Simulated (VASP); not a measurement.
Sn4P11, 15 atoms in the cell. The cell holds an amorphous packing of atoms, 15 atoms: a = 6.913 Å, b = 6.835 Å, c = 6.823 Å, α = 94.64°, β = 89.02°, γ = 92.48°. 

* Program: VASP 6.6.1
* Task: single point
* Functional: PBE
* Potentials or basis: VASP PAW PBE potentials, release 64 (Sn_d, P)
* Cutoff: 520 eV
* k mesh: 1 × 1 × 1, shifted
* Occupations: fermi-dirac, width 0.1034 eV
* Spin: no spin polarisation
* Dipole correction: no
* Further INCAR settings: LREAL = Auto; ALGO = Normal; EDIFF = 1e-06; NBANDS = 68; ISYM = 0

Potentials or basis: VASP PAW PBE potentials, release 64 (Sn_d, P).

Command:

```sh
$ cat potpaw_PBE.64/Sn_d/POTCAR potpaw_PBE.64/P/POTCAR > POTCAR
$ mpirun -np 1 vasp_std > vasp.out
```

Hardware: 1 thread of Intel(R) Xeon(R) 6975P-C (Granite Rapids), on a shared host.

Question: How long does it take, and how much memory?

Answer: It took 28 s on 1 thread of Intel(R) Xeon(R) 6975P-C (Granite Rapids), on a shared host, peak memory 0.35 GiB. Counts: scf iterations 15, k points 1.
